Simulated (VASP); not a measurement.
Set up this calculation in VASP 6.6.1, as the native input.

```
Task                   : single point
Functional             : PBE
Potentials or basis    : VASP PAW PBE potentials, release 64 (H)
Cutoff                 : 500 eV
k mesh                 : 8 × 8 × 8
Occupations            : gaussian, width 0.01 eV
Spin                   : no spin polarisation
Dipole correction      : no
Further INCAR settings : ALGO = Normal; EDIFF = 1e-06; NBANDS = 8
```

The structure of H lies in POSCAR:

```
H
1.0
   -1.0432902583      1.0432902583      1.4880049785
    1.0432902583     -1.0432902583      1.4880049785
    1.0432902583      1.0432902583     -1.4880049785
H
2
Direct
    0.8763919642      0.8763919642      0.0000000000
    0.1236080358      0.1236080358      0.0000000000
```

One way to write it, as run:

INCAR

```
SYSTEM = H
  PREC = Accurate
  ENCUT = 500
  EDIFF = 1E-6
  ISMEAR = 0
  SIGMA = 0.01
  LREAL = .False.
  LASPH = .True.
  NELM = 120
  ALGO = Normal
  ISIF = 2
  LWAVE = .False.
  LCHARG = .False.
  GGA = PE
  NBANDS = 8
  GGA_COMPAT = .False.
```

KPOINTS

```
regular mesh
0
Gamma
  8 8 8
  0 0 0
```

Potentials or basis: VASP PAW PBE potentials, release 64 (H).

Command:

```sh
$ cat potpaw_PBE.64/H/POTCAR > POTCAR
$ mpirun -np 1 vasp_std > vasp.out
```

It gave:

The pressure is 41.0 GPa and the largest force is 0.005 eV/Å. The band gap on the k mesh is 4.62 eV, indirect (least direct gap 5.11 eV).

Caveat: the k points lie up to 0.53 Å⁻¹ apart.

Wall time 3.3 s on 1 thread of AMD EPYC 9R45 (Zen 5), with other jobs on the host, peak memory 0.07 GiB.
